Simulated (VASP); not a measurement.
Write the native input for VASP 6.6.1 that does the following.

```
Task                   : single point
Functional             : PBEsol
Potentials or basis    : VASP PAW PBE potentials, release 64 (In_d, Se)
Cutoff                 : 520 eV
k mesh                 : 7 × 7 × 6
Occupations            : fermi-dirac, width 0.02 eV
Spin                   : no spin polarisation
Dipole correction      : no
Further INCAR settings : ALGO = Normal; EDIFF = 1e-06; NBANDS = 27
```

The structure of InSe lies in POSCAR:

```
InSe
1.0
    6.0439397569     -2.1166500000      0.0000000000
    6.0439397569      2.1166500000      0.0000000000
   -1.6473981671      0.0000000000      4.3236564064
In Se
2 2
Direct
    0.8840000000      0.8840000000      0.0050000000
    0.1160000000      0.1160000000      0.9950000000
    0.6600000000      0.6600000000      0.6420000000
    0.3400000000      0.3400000000      0.3580000000
```

This cell differs from its parent crystal: equal xx and yy strain of +3 %.

The input as run:

INCAR

```
SYSTEM = InSe
  PREC = Accurate
  ENCUT = 520
  EDIFF = 1E-6
  ISMEAR = -1
  SIGMA = 0.02
  LREAL = .FALSE.
  LASPH = .TRUE.
  NELM = 60
  ALGO = Normal
  ISIF = 2
  LWAVE = .FALSE.
  LCHARG = .FALSE.
  GGA = PS
  NBANDS = 27
```

KPOINTS

```
Automatic mesh
0
G
  7 7 6
  0 0 0
```

Potentials or basis: VASP PAW PBE potentials, release 64 (In_d, Se).

Run with:

```console
$ cat potpaw_PBE.64/In_d/POTCAR potpaw_PBE.64/Se/POTCAR > POTCAR
$ mpirun -np 1 vasp_std > vasp.out
```

Results of the run:

```
Pressure               : -3.2 GPa
Largest force          : 0.600 eV/Å
Band gap on the k mesh : 0.68 eV (least direct gap 1.10 eV)
```

Caveat: the cell differs from its parent crystal (equal xx and yy strain of +3 %); the cell stands under tension; the PAW data sets were made with another functional, which shifts forces and pressure a little; spin-orbit coupling is left out, which moves the levels of the heavy elements; an odd mesh through Γ misses points on the zone boundary, where band edges can lie.

Wall time 3.9 min on 1 thread of Intel(R) Xeon(R) Platinum 8488C (Sapphire Rapids) (shared host), peak memory 0.41 GiB.
